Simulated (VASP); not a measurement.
Input of a VASP 6.6.1 run:

Contents of INCAR:

```
SYSTEM = TiAl3
PREC     = Accurate       ! precision mode
ENCUT    = 520            ! plane-wave cutoff, eV
EDIFF    = 1E-6           ! SCF threshold, eV
ISMEAR   = 0              ! smearing method
SIGMA    = 0.1            ! smearing width, eV
LREAL    = .FALSE.        ! projectors in reciprocal space
LASPH    = .TRUE.         ! aspherical terms in the spheres
NELM     = 80             ! most SCF steps
ALGO     = Fast           ! electronic algorithm
ISIF     = 2              ! what is computed and relaxed
LWAVE    = .FALSE.        ! write WAVECAR
LCHARG   = .TRUE.         ! write CHGCAR
GGA      = PS             ! functional
LELF     = .TRUE.         ! ELF
LVHAR    = .TRUE.       
NBANDS   = 18             ! bands
```

The input KPOINTS:

```
Automatic mesh
0
G
  14 14 14
  0 0 0
```

The input POSCAR:

```
TiAl3
1.0
    4.0273117071      0.0000000000      0.0000000000
    0.0000000000      4.0273117071      0.0000000000
    0.0000000000      0.0000000000      3.9009646731
Ti Al
1 3
Direct
    0.0000000000      0.0000000000      0.0000000000
    0.5000000000      0.5000000000      0.0000000000
    0.5000000000      0.0000000000      0.5000000000
    0.0000000000      0.5000000000      0.5000000000
```

Potentials or basis: VASP PAW PBE potentials, release 64 (Ti_sv, Al).

Launch:

```bash
$ cat potpaw_PBE.64/Ti_sv/POTCAR potpaw_PBE.64/Al/POTCAR > POTCAR
$ mpirun -np 1 vasp_std > vasp.out
```

**Question.** Predict the pressure.

**Answer.** -2.7 GPa.

**Question.** Estimate the band gap on the k mesh.

**Answer.** Zero (an odd number of electrons rules out a gap without spin polarisation).

Stress tensor (GPa, compression positive):
```
-3.97  0.00  0.00
 0.00 -3.97  0.00
 0.00  0.00 -0.23
```

Caveat: the cell differs from its parent crystal (biaxial strain in the a-b plane: +2.0 %); the PAW data sets were made with another functional, which shifts forces and pressure a little.
